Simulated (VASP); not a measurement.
Here is a VASP 6.6.1 calculation.

File INCAR:

```
PREC = Accurate
ENCUT = 520
EDIFF = 1E-6
ISMEAR = 0
SIGMA = 0.03
LREAL = F
LASPH = T
NELM = 80
ALGO = Normal
ISIF = 2
LWAVE = F
LCHARG = F
GGA = PE
NBANDS = 18
```

KPOINTS

```
regular mesh
0
Gamma
  10 10 8
```

POSCAR

```
P
1.0
    1.6552162270     -5.6427177482      0.0000000000
    1.6552162270      5.6427177482      0.0000000000
    0.0000000000      0.0000000000      4.5577728156
P
4
Direct
    0.0940707809      0.9059292191      0.8698391580
    0.5940707809      0.4059292191      0.5862797606
    0.9059292191      0.0940707809      0.0862797606
    0.4059292191      0.5940707809      0.4137202394
```

Potentials or basis: VASP PAW PBE potentials, release 64 (P).

Launch:

```sh
$ cat potpaw_PBE.64/P/POTCAR > POTCAR
$ mpirun -np 1 vasp_std > vasp.out
```

**Question.** Estimate the pressure.

**Answer.** 2.3 GPa.

**Question.** Estimate the largest force.

**Answer.** 2.865 eV/Å.

**Question.** What does it give for the band gap on the k mesh?

**Answer.** 0.09 eV.

Stress tensor (GPa, compression positive):
```
 3.24  0.00  0.00
 0.00 -1.31 -2.12
 0.00 -2.12  5.10
```

Caveat: the cell differs from its parent crystal (atom 1 (P) moved by (+0.000, -0.200) A along [1 1 0] and z); the stress differs along the axes, from -1 to 5 GPa; semilocal functionals underestimate gaps, and a narrow one can read as zero; forces of over 1 eV/Å act on the atoms, so gaps and moduli don't describe the material at rest. A k mesh can miss the band edges.
